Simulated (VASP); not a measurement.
# Ta (Im-3m) in VASP: settings compared

The runs below take Ta through single point, with PBE, LDA, PBEsol.

All numbers are computed with VASP 6.6.1; they aren't measurements. Logs are shortened: lines on timing, memory, paths and dates and some standing lists are left out, and cuts for length are marked.

## Step 1: The cell of the first run

It takes space group Im-3m (No. 229, cubic). Conventional cell: a = 3.320 Å, b = 3.320 Å, c = 3.320 Å, α = 90.00°, β = 90.00°, γ = 90.00°. Within 3.8 Å of Ta (site symmetry m-3m) lie 14 Ta at 2.88 to 3.32 Å.

## Step 2: Single point, PBE

Input file INCAR:

```
SYSTEM = Ta
  PREC = Accurate
  ENCUT = 500
  EDIFF = 1E-6
  ISMEAR = -1
  SIGMA = 0.1
  LREAL = .False.
  LASPH = .True.
  NELM = 120
  ALGO = Normal
  ISIF = 2
  LWAVE = .False.
  LCHARG = .False.
  GGA = PE
  NBANDS = 12
  GGA_COMPAT = .False.
```

Input file KPOINTS:

```
regular mesh
0
Gamma
  8 8 8
  0 0 0
```

Input file POSCAR:

```
Ta
1.0
   -1.6600000000      1.6600000000      1.6600000000
    1.6600000000     -1.6600000000      1.6600000000
    1.6600000000      1.6600000000     -1.6600000000
Ta
1
Direct
    0.0000000000      0.0000000000      0.0000000000
```

Potentials or basis: VASP PAW PBE potentials, release 64 (Ta_pv).

Launch:

```sh
$ cat potpaw_PBE.64/Ta_pv/POTCAR > POTCAR
$ mpirun -np 1 vasp_std > vasp.out
```

OUTCAR:

```text
SYSTEM = Ta
   PREC = Accurate
   ENCUT = 500
   EDIFF = 1E-6
   ISMEAR = -1
   LREAL = .False.
   LASPH = .True.
   NELM = 120
   ISIF = 2
   GGA = PE

 ion  position               nearest neighbor table
   1  0.000  0.000  0.000-

  LATTYP: Found a body centered cubic cell.
 ALAT       =     3.3200000000

  Lattice vectors:

 A1 = (  -1.6600000000,   1.6600000000,   1.6600000000)
 A2 = (   1.6600000000,  -1.6600000000,   1.6600000000)
 A3 = (   1.6600000000,   1.6600000000,  -1.6600000000)

Analysis of symmetry for initial positions (statically):
=====================================================================
 Subroutine PRICEL returns:
 Original cell was already a primitive cell.

 Routine SETGRP: Setting up the symmetry group for a
 body centered cubic supercell.

 Subroutine GETGRP returns: Found 48 space group operations
 (whereof 48 operations were pure point group operations)
 out of a pool of 48 trial point group operations.

The static configuration has the point symmetry O_h .

Analysis of symmetry for dynamics (positions and initial velocities):
=====================================================================
 Subroutine PRICEL returns:
 Original cell was already a primitive cell.

 Routine SETGRP: Setting up the symmetry group for a
 body centered cubic supercell.

 Subroutine GETGRP returns: Found 48 space group operations
 (whereof 48 operations were pure point group operations)
 out of a pool of 48 trial point group operations.

The dynamic configuration has the point symmetry O_h .

 Subroutine INISYM returns: Found 48 space group operations
 (whereof 48 operations are pure point group operations),
 and found     1 'primitive' translations

----------------------------------------------------------------------------------------

                                     Primitive cell

  volume of cell :      18.2972

  direct lattice vectors                    reciprocal lattice vectors
    -1.660000000  1.660000000  1.660000000     0.000000000  0.301204819  0.301204819
     1.660000000 -1.660000000  1.660000000     0.301204819  0.000000000  0.301204819
     1.660000000  1.660000000 -1.660000000     0.301204819  0.301204819  0.000000000

  length of vectors
     2.875204341  2.875204341  2.875204341     0.425967940  0.425967940  0.425967940

  position of ions in fractional coordinates (direct lattice)
     0.000000000  0.000000000  0.000000000

  ion indices of the primitive-cell ions
   primitive index   ion index
                 1           1

----------------------------------------------------------------------------------------

 KPOINTS: regular mesh

Automatic generation of k-mesh.
 Grid dimensions read from file:
 generate k-points for:    8    8    8

 Generating k-lattice:

  Cartesian coordinates                     Fractional coordinates (reciprocal lattice)
     0.000000000  0.037650602  0.037650602     0.125000000  0.000000000  0.000000000
     0.037650602  0.000000000  0.037650602     0.000000000  0.125000000  0.000000000
     0.037650602  0.037650602  0.000000000     0.000000000  0.000000000  0.125000000

  Length of vectors
     0.053245993  0.053245993  0.053245993

  Shift w.r.t. Gamma in fractional coordinates (k-lattice)
     0.000000000  0.000000000  0.000000000

 Subroutine IBZKPT returns following result:
 ===========================================

 Found     29 irreducible k-points:

 Following reciprocal coordinates:
            Coordinates               Weight
  0.000000  0.000000  0.000000      1.000000
  0.125000  0.000000  0.000000     12.000000
  0.250000  0.000000  0.000000     12.000000
  0.375000  0.000000  0.000000     12.000000
  0.500000  0.000000  0.000000      6.000000
  0.125000  0.125000  0.000000     24.000000
[... 16 lines left out ...]
 -0.250000  0.250000  0.250000      6.000000
 -0.375000  0.375000  0.250000     24.000000
 [... further k-points ...]
   k-points           NKPTS =     29   k-points in BZ     NKDIM =     29   number of bands    NBANDS=     12
   number of dos      NEDOS =    301   number of ions     NIONS =      1
   total plane-waves  NPLWV =  13824
   dimension x,y,z NGX =    24 NGY =   24 NGZ =   24
   dimension x,y,z NGXF=    48 NGYF=   48 NGZF=   48
   ions per type =               1
   NGX,Y,Z   is equivalent  to a cutoff of  13.88, 13.88, 13.88 a.u.
   NGXF,Y,Z  is equivalent  to a cutoff of  27.75, 27.75, 27.75 a.u.
 SYSTEM =  Ta
   PREC   = accura    normal or accurate (medium, high low for compatibility)
   ISTART =      0    job   : 0-new  1-cont  2-samecut
   ICHARG =      2    charge: 1-file 2-atom 10-const
   ISPIN  =      1    spin polarized calculation?
   LNONCOLLINEAR =      F non collinear calculations
   LSORBIT =      F    spin-orbit coupling
   LASPH  =      T    aspherical Exc in radial PAW
   ENCUT  =  500.0 eV  36.75 Ry    6.06 a.u.   5.24  5.24  5.24*2*pi/ulx,y,z
   NELM   =    120;   NELMIN=  2; NELMDL= -5     # of ELM steps
   EDIFF  = 0.1E-05   stopping-criterion for ELM
   LREAL  =      F    real-space projection
   EDIFFG = 0.1E-04   stopping-criterion for IOM
   NSW    =      0    number of steps for IOM
   IBRION =     -1    ionic relax: 0-MD 1-quasi-New 2-CG
   NFREE  =      0    steps in history (QN), initial steepest desc. (CG)
   ISIF   =      2    stress and relaxation
   ISYM   =      2    0-nonsym 1-usesym 2-fastsym
   POTIM  = 0.5000    time-step for ionic-motion
   TEBEG  =    0.0;   TEEND  =   0.0 temperature during run
   PSTRESS=    0.0 pullay stress
   NELECT =      11.0000    total number of electrons
   NUPDOWN=      -1.0000    fix difference up-down
   EMIN   =  10.00;   EMAX   =-10.00  energy-range for DOS
   EFERMI =   0.00;   METHOD = LEGACY
   ISMEAR =    -1;   SIGMA  =   0.10  broadening in eV -4-tet -1-fermi 0-gaus
   EFERMI_NEDOS =   21; number of points for ismear=-14 and -15
   IALGO  =     38    algorithm
   IMIX   =      4    mixing-type and parameters
     AMIX     =   0.40;   BMIX     =  1.00
     AMIX_MAG =   1.60;   BMIX_MAG =  1.00
  volume/ion in A,a.u.               =      18.30       123.48
  Fermi-wavevector in a.u.,A,eV,Ry     =   1.381691  2.611018 25.974480  1.909070
  Thomas-Fermi vector in A             =   2.506452
   LORBIT       =      0    0 simple, 1 ext, 2 COOP (PROOUT), +10 PAW based schemes
   GGA     = PE    functional components
   LHFCALC =     F    Hartree Fock is set to
   AEXX    =    0.0000 exact exchange contribution
   IVDW    =     0    specifies the selected vdW correction
   LEPSILON=     F    determine dielectric tensor
   LRPA    =     F    only Hartree local field effects (RPA)
 non-spin polarized calculation
  energy-cutoff  :      500.00
  volume of cell :       18.30
 maximum number of plane-waves:       476
 NGX is ok and might be reduce to    24
   NGX = 11   NGY = 11   NGZ = 11

 number of electron      11.0000000 magnetization

 Free energy of the ion-electron system (eV)
  ---------------------------------------------------
  ext. energy  EPLUGINS =         0.00000000
  ---------------------------------------------------
  free energy    TOTEN  =       -11.85024910 eV

  energy without entropy =      -11.81268645  energy(sigma->0) =      -11.83146777

 E-fermi :   5.4020     XC(G=0): -12.5331

 val. band max:        5.2905866461   @ k =   0.2500   0.0000   0.0000
 cond. band min:       5.4392597524   @ k =  -0.2500   0.2500   0.1250
 fundamental gap:      0.1486731064
 Fermi energy:         5.4019849139

 k-point     1 :       0.0000    0.0000    0.0000
  band No.  band energies     occupation
      1     -27.7462      2.00000
      2     -27.7462      2.00000
      3     -27.7462      2.00000
      4      -2.4968      2.00000
      5       6.1084      0.00171
      6       6.1084      0.00171
      7       6.1084      0.00171
      8       9.3241      0.00000
      9       9.3241      0.00000
     10      20.0424      0.00000
     11      20.2932      0.00000
     12      20.2932      0.00000

 k-point     2 :       0.1250    0.0000    0.0000
  band No.  band energies     occupation
      1     -27.9219      2.00000
      2     -27.8007      2.00000
      3     -27.7471      2.00000
      4      -1.8326      2.00000
      5       5.6958      0.10064
      6       5.9312      0.01001
      7       6.7728      0.00000
      8       8.8025      0.00000
      9       9.3375      0.00000
     10      20.0418      0.00000
     11      20.8074      0.00000
     12      21.4619      0.00000

 k-point     3 :       0.2500    0.0000    0.0000
  band No.  band energies     occupation
      1     -28.3274      2.00000
      2     -27.9302      2.00000
      3     -27.7493      2.00000
      4      -0.2332      2.00000
      5       4.8466      1.99229
      6       5.2906      1.50574
      7       8.6563      0.00000
      8       8.7478      0.00000
      9       9.5068      0.00000
     10      20.0374      0.00000
     11      20.4234      0.00000
     12      21.8934      0.00000
[... 286 lines left out ...]
 k-point    23 :      -0.2500    0.2500    0.2500
  band No.  band energies     occupation
      1     -28.3487      2.00000
      2     -28.1292      2.00000
      3     -28.1292      2.00000
      4       1.6544      2.00000
      5       4.4766      1.99981
      6       6.6160      0.00001
      7       6.6160      0.00001
      8       8.5313      0.00000
      9      10.3098      0.00000
     10      19.8370      0.00000
     11      20.0783      0.00000
     12      24.4717      0.00000

 k-point    24 :      -0.3750    0.3750    0.2500
  band No.  band energies     occupation
      1     -28.5800      2.00000
      2     -28.2656      2.00000
      3     -28.1627      2.00000
      4       2.5686      2.00000
      5       3.4402      2.00000
      6       6.6273      0.00001
      7       7.2991      0.00000
      8      10.7108      0.00000
      9      10.7857      0.00000
     10      19.1316      0.00000
     11      20.0534      0.00000
     12      21.4025      0.00000

 [... further k-points ...]
[... 5 lines left out ...]
  --------------------------------------------------------------------------------------
  -------------------------------------------------------------------------------------
  Total       -0.1639805     -0.1639805     -0.1639805      0.0000000      0.0000000     -0.0000000
  in kB      -14.3588157    -14.3588157    -14.3588157      0.0000000      0.0000000     -0.0000000
  external PRESSURE =     -14.3588157 kB  Pullay stress =       0.0000000 kB

 VOLUME and BASIS-vectors are now :
 -----------------------------------------------------------------------------
  energy-cutoff  :      500.00
  volume of cell :       18.30
      direct lattice vectors                 reciprocal lattice vectors
    -1.660000000  1.660000000  1.660000000     0.000000000  0.301204819  0.301204819
     1.660000000 -1.660000000  1.660000000     0.301204819  0.000000000  0.301204819
     1.660000000  1.660000000 -1.660000000     0.301204819  0.301204819  0.000000000

 POSITION                                       TOTAL-FORCE (eV/Angst)
 -----------------------------------------------------------------------------------
      0.00000      0.00000      0.00000        -0.000000     -0.000000     -0.000000
 -----------------------------------------------------------------------------------
    total drift:                               -0.000000      0.000000      0.000000

  FREE ENERGIE OF THE ION-ELECTRON SYSTEM (eV)
  ---------------------------------------------------
  free  energy   TOTEN  =       -11.8502491012 eV

  energy  without entropy=      -11.8126864459  energy(sigma->0) =      -11.83146777
```

It took 5.1 s on 1 thread of Intel Xeon Platinum 8259CL at 2.50GHz (Skylake/Cascade Lake), shared host; peak memory 0.14 GiB.

What came out:

```
Free energy            : -11.8502 eV
Pressure               : -1.4 GPa
Band gap on the k mesh : zero (an odd number of electrons rules out a gap without spin polarisation)
```

Levels at points of the mesh, in eV from the Fermi level:
```tsv
k point	band 2	band 3	band 4	band 5	band 6	band 7	band 8	band 9
(0.00, 0.00, 0.00)	-33.15	-33.15	-7.90	0.71	0.71	0.71	3.92	3.92
(0.50, 0.00, 0.00)	-33.51	-33.15	-4.35	-1.53	1.47	3.80	4.81	7.62
(0.50, 0.50, 0.50)	-33.93	-33.93	-3.75	-3.75	6.69	6.69	6.69	8.47
```

Caveat: spin-orbit coupling is left out, which moves the levels of the heavy elements.

## Step 3: Single point, LDA

Input file INCAR:

```
SYSTEM = Ta
PREC = Accurate ; ENCUT = 500
EDIFF = 1E-6 ; ISMEAR = -1
SIGMA = 0.1 ; LREAL = .FALSE.
LASPH = .TRUE. ; NELM = 120
ALGO = Normal ; ISIF = 2
LWAVE = .FALSE. ; LCHARG = .FALSE.
GGA = CA ; NBANDS = 12
GGA_COMPAT = .FALSE.
```

Input file KPOINTS:

```
regular mesh
0
G
  12 12 12
  0 0 0
```

POSCAR is that of step 2.

Potentials or basis: VASP PAW LDA potentials, release 64 (Ta_pv).

Launch:

```sh
$ cat potpaw_LDA.64/Ta_pv/POTCAR > POTCAR
$ mpirun -np 1 vasp_std > vasp.out
```

Wall time 8.7 s (1 thread of Intel Xeon Platinum 8259CL at 2.50GHz (Skylake/Cascade Lake), shared host); peak memory 0.14 GiB.

It converged, with:

```
Free energy            : -12.8117 eV
Pressure               : -11.4 GPa
Band gap on the k mesh : zero (an odd number of electrons rules out a gap without spin polarisation)
```

Levels at points of the mesh, in eV from the Fermi level:
| k point | band 3 | band 4 | band 5 | band 6 | band 7 | band 8 |
| --- | --- | --- | --- | --- | --- | --- |
| (0.00, 0.00, 0.00) | -32.96 | -7.80 | 0.66 | 0.66 | 0.66 | 3.86 |
| (0.50, 0.00, 0.00) | -32.97 | -4.31 | -1.55 | 1.65 | 3.73 | 4.73 |
| (0.50, 0.50, 0.50) | -33.76 | -3.74 | -3.74 | 6.65 | 6.65 | 6.65 |

Caveat: the cell stands under tension; spin-orbit coupling is left out, which moves the levels of the heavy elements.

## Step 4: Single point, PBE

Input file INCAR:

```
SYSTEM = Ta
PREC = Accurate
ENCUT = 500
EDIFF = 1E-6
ISMEAR = -1
SIGMA = 0.1
LREAL = .FALSE.
LASPH = .TRUE.
NELM = 120
ALGO = Normal
ISIF = 2
LWAVE = .FALSE.
LCHARG = .FALSE.
GGA = PE
NBANDS = 12
GGA_COMPAT = .FALSE.
```

KPOINTS is that of step 3.

POSCAR is that of step 3.

Potentials or basis: VASP PAW PBE potentials, release 64 (Ta_pv).

Launch:

```sh
$ cat potpaw_PBE.64/Ta_pv/POTCAR > POTCAR
$ mpirun -np 1 vasp_std > vasp.out
```

OUTCAR:

```text
SYSTEM = Ta
   PREC = Accurate
   ENCUT = 500
   EDIFF = 1E-6
   ISMEAR = -1
   LREAL = .FALSE.
   LASPH = .TRUE.
   NELM = 120
   ISIF = 2
   GGA = PE

 ion  position               nearest neighbor table
   1  0.000  0.000  0.000-

  LATTYP: Found a body centered cubic cell.
 ALAT       =     3.3200000000

  Lattice vectors:

 A1 = (  -1.6600000000,   1.6600000000,   1.6600000000)
 A2 = (   1.6600000000,  -1.6600000000,   1.6600000000)
 A3 = (   1.6600000000,   1.6600000000,  -1.6600000000)

Analysis of symmetry for initial positions (statically):
[... 529 lines left out ...]
      5       3.7859      2.00000
      6       6.2054      0.00044
      7       9.4357      0.00000
      8      10.2362      0.00000
      9      13.9740      0.00000
     10      15.6859      0.00000
     11      17.9064      0.00000
     12      20.0183      0.00000

 [... further k-points ...]
[... 5 lines left out ...]
  --------------------------------------------------------------------------------------
  -------------------------------------------------------------------------------------
  Total       -0.0044440     -0.0044440     -0.0044440      0.0000000      0.0000000     -0.0000000
  in kB       -0.3891339     -0.3891339     -0.3891339      0.0000000      0.0000000     -0.0000000
  external PRESSURE =      -0.3891339 kB  Pullay stress =       0.0000000 kB

 VOLUME and BASIS-vectors are now :
 -----------------------------------------------------------------------------
  energy-cutoff  :      500.00
  volume of cell :       18.30
      direct lattice vectors                 reciprocal lattice vectors
    -1.660000000  1.660000000  1.660000000     0.000000000  0.301204819  0.301204819
     1.660000000 -1.660000000  1.660000000     0.301204819  0.000000000  0.301204819
     1.660000000  1.660000000 -1.660000000     0.301204819  0.301204819  0.000000000

 POSITION                                       TOTAL-FORCE (eV/Angst)
 -----------------------------------------------------------------------------------
      0.00000      0.00000      0.00000        -0.000000      0.000000      0.000000
 -----------------------------------------------------------------------------------
    total drift:                               -0.000000      0.000000      0.000000

  FREE ENERGIE OF THE ION-ELECTRON SYSTEM (eV)
  ---------------------------------------------------
  free  energy   TOTEN  =       -11.8311889771 eV

  energy  without entropy=      -11.7812879333  energy(sigma->0) =      -11.80623846
```

Wall time 15 s (1 thread of Intel Xeon Platinum 8259CL at 2.50GHz (Skylake/Cascade Lake), shared host); peak memory 0.14 GiB.

Results:

```yaml
Free_energy: -11.8312 eV
Pressure: 0.0 GPa
Band_gap_on_the_k_mesh: zero (an odd number of electrons rules out a gap without spin polarisation)
```

Caveat: spin-orbit coupling is left out, which moves the levels of the heavy elements.

## Step 5: Single point, PBEsol

Input file INCAR:

```
PREC = Accurate
ENCUT = 500
EDIFF = 1E-6
ISMEAR = -1
SIGMA = 0.1
LREAL = F
LASPH = T
NELM = 120
ALGO = Normal
ISIF = 2
LWAVE = F
LCHARG = F
GGA = PS
NBANDS = 12
GGA_COMPAT = F
```

Input file KPOINTS:

```
regular mesh
0
Gamma
  12 12 12
```

POSCAR is that of step 4.

Launch:

```sh
$ cat potpaw_PBE.64/Ta_pv/POTCAR > POTCAR
$ mpirun -np 1 vasp_std > vasp.out
```

Wall time 14 s (1 thread of Intel Xeon Platinum 8259CL at 2.50GHz (Skylake/Cascade Lake), shared host); peak memory 0.14 GiB.

It converged, with:

```
Free energy            : -12.5569 eV
Pressure               : -6.8 GPa
Band gap on the k mesh : zero (an odd number of electrons rules out a gap without spin polarisation)
```

Levels at points of the mesh, in eV from the Fermi level:
| k point | band 3 | band 4 | band 5 | band 6 | band 7 | band 8 |
| --- | --- | --- | --- | --- | --- | --- |
| (0.00, 0.00, 0.00) | -33.08 | -7.87 | 0.72 | 0.72 | 0.72 | 3.93 |
| (0.50, 0.00, 0.00) | -33.09 | -4.32 | -1.51 | 1.54 | 3.80 | 4.82 |
| (0.50, 0.50, 0.50) | -33.87 | -3.72 | -3.72 | 6.72 | 6.72 | 6.72 |

Caveat: the cell stands under tension; the PAW data sets were made with another functional, which shifts forces and pressure a little; spin-orbit coupling is left out, which moves the levels of the heavy elements.

## Step 6: Single point, PBE

Input file INCAR:

```
PREC = Accurate ; ENCUT = 500
EDIFF = 1E-6 ; ISMEAR = -1
SIGMA = 0.1 ; LREAL = F
LASPH = T ; NELM = 120
ALGO = Normal ; ISIF = 2
LWAVE = F ; LCHARG = F
GGA = PE ; NBANDS = 12
GGA_COMPAT = F
```

Input file KPOINTS:

```
Automatic mesh
0
Gamma
  12 12 12
```

POSCAR is that of step 5.

Potentials or basis: VASP PAW PBE potentials, release 64 (Ta_pv).

Launch:

```sh
$ cat potpaw_PBE.64/Ta_pv/POTCAR > POTCAR
$ mpirun -np 1 vasp_std > vasp.out
```

Wall time 13 s (1 thread of Intel Xeon Platinum 8259CL at 2.50GHz (Skylake/Cascade Lake), shared host); peak memory 0.15 GiB.

The run converged. Its results:

```yaml
Free_energy: -11.8312 eV
Pressure: 0.0 GPa
Band_gap_on_the_k_mesh: zero (an odd number of electrons rules out a gap without spin polarisation)
```

Levels at points of the mesh, in eV from the Fermi level:
```csv
k point,band 2,band 3,band 4,band 5,band 6,band 7,band 8,band 9,band 10,band 11
"(0.00, 0.00, 0.00)",-33.13,-33.13,-7.86,0.73,0.73,0.73,3.95,3.95,14.65,14.93
"(0.50, 0.00, 0.00)",-33.49,-33.14,-4.31,-1.50,1.51,3.82,4.83,7.65,11.48,11.86
"(0.50, 0.50, 0.50)",-33.91,-33.91,-3.71,-3.71,6.71,6.71,6.71,8.51,8.51,8.51
```

Caveat: spin-orbit coupling is left out, which moves the levels of the heavy elements.

## Step 7: Summary

| level | potentials or basis | k mesh | gap on the mesh (eV) | pressure (GPa) |
| --- | --- | --- | --- | --- |
| PBE | VASP PAW PBE potentials, release 64 (Ta_pv) | 8 × 8 × 8 | none | -1.4 |
| LDA | VASP PAW LDA potentials, release 64 (Ta_pv) | 12 × 12 × 12 | none | -11.4 |
| PBE | VASP PAW PBE potentials, release 64 (Ta_pv) | 12 × 12 × 12 | none | 0.0 |
| PBEsol | VASP PAW PBE potentials, release 64 (Ta_pv) | 12 × 12 × 12 | none | -6.8 |

Alike in all rows: task single point; no spin polarisation; cell as given; cutoff (eV) 500; smearing fermi-dirac 0.1 eV.

Caveats: spin-orbit coupling is left out, which moves the levels of the heavy elements; the cell stands under tension (at least some runs); the PAW data sets were made with another functional, which shifts forces and pressure a little (at least some runs).

Total energies depend on the potentials used, so only differences within one code and one set of settings carry meaning.
